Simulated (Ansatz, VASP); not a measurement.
## Fe: VASP beside Ansatz

```xyz
1
Lattice="2.2880 0.0000 0.0000 0.0000 2.2880 0.0000 0.0000 0.0000 2.2880" Properties=species:S:1:pos:R:3 pbc="T T T"
Fe    0.0000    0.0000    0.0000
```

Alike in both runs: functional RPBE; k mesh 13 × 13 × 13; occupations fermi-dirac, width 0.1 eV; no spin polarisation.

Ansatz relaxed the structure, and its values are those at the end. VASP's run is a single point on that final structure, the one shown.

|  | VASP | Ansatz |
| --- | --- | --- |
| version | VASP 6.6.1 | Ansatz 0.2.0 |
| potentials or method | VASP PAW PBE potentials, release 64 (Fe), cutoff 520 eV | plane waves (420 eV) with PAW, scalar-relativistic |
| valence electrons in the cell | 8 | 16 |

```csv
,VASP,Ansatz,Ansatz less VASP
pressure (GPa),-0.8,0.0,+0.79
```

VASP's potentials were made for PBE, not for RPBE. The functional is the same, so the differences come from potentials, cutoffs and numerics. VASP's potentials hold 8 valence electrons a cell and Ansatz's 16, so a difference there can come from the potentials and not from the codes.
